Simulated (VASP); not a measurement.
Set up this calculation in VASP 6.6.1, as the native input.

- Task: single point
- Functional: r2SCAN
- Potentials or basis: VASP PAW PBE potentials, release 64 (Mg_sv, O)
- Cutoff: 660 eV
- k mesh: 10 × 10 × 10
- Occupations: gaussian, width 0.05 eV
- Spin: no spin polarisation
- Dipole correction: no
- Further INCAR settings: ALGO = Normal; EDIFF = 1e-06; NBANDS = 15

The system is MgO.

```
Mg O
1.0
     0.00000    2.13515    2.13515
     2.13515    0.00000    2.13515
     2.13515    2.13515    0.00000
Mg O
1 1
Direct
  0.00000 0.00000 0.00000
  0.52342 0.52342 0.47658
```

This cell differs from its parent crystal: all O atoms moved -0.100 Å, as atom 2 towards its neighbour atom 1 (Mg) at 2.135 Å.

One way to write it, as run:

POSCAR

```
MgO
1.0
    0.0000000000      2.1351500000      2.1351500000
    2.1351500000      0.0000000000      2.1351500000
    2.1351500000      2.1351500000      0.0000000000
Mg O
1 1
Direct
    0.0000000000      0.0000000000      0.0000000000
    0.5234175585      0.5234175585      0.4765824415
```

INCAR.step1

```
SYSTEM = MgO
ALGO = Normal
EDIFF = 1E-5
ENCUT = 660
GGA = PE
GGA_COMPAT = .FALSE.
ISMEAR = 0
LASPH = .TRUE.
LCHARG = .FALSE.
LREAL = .FALSE.
LWAVE = .TRUE.
NBANDS = 15
NELM = 120
PREC = Accurate
SIGMA = 0.05
```

INCAR.step2

```
SYSTEM = MgO
ALGO = Normal
EDIFF = 1E-6
ENCUT = 660
GGA_COMPAT = .FALSE.
ISIF = 2
ISMEAR = 0
ISTART = 1
LASPH = .TRUE.
LCHARG = .TRUE.
LELF = .TRUE.
LMIXTAU = .TRUE.
LREAL = .FALSE.
LVHAR = .TRUE.
LWAVE = .FALSE.
METAGGA = R2SCAN
NBANDS = 15
NELM = 120
PREC = Accurate
SIGMA = 0.05
```

KPOINTS

```
k-points
0
G
  10 10 10
  0 0 0
```

Potentials or basis: VASP PAW PBE potentials, release 64 (Mg_sv, O).

The run is started by

```console
$ cat potpaw_PBE.64/Mg_sv/POTCAR potpaw_PBE.64/O/POTCAR > POTCAR
$ cp INCAR.step1 INCAR
$ mpirun -np 1 vasp_std > vasp.out
$ cp INCAR.step2 INCAR
$ mpirun -np 1 vasp_std > vasp.out
```

Results of the run:

```yaml
Pressure: -6.4 GPa
Largest_force: 0.494 eV/Å
Band_gap_on_the_k_mesh: 5.25 eV
```

Caveat: the cell differs from its parent crystal (all O atoms moved -0.100 Å, as atom 2 towards its neighbour atom 1 (Mg) at 2.135 Å); the cell stands under tension; the PAW data sets were made with another functional, which shifts forces and pressure a little.

Run time: 120 s on 1 thread of AMD EPYC 9R45 96-Core Processor (Zen 5) (shared host), peak memory 0.16 GiB.
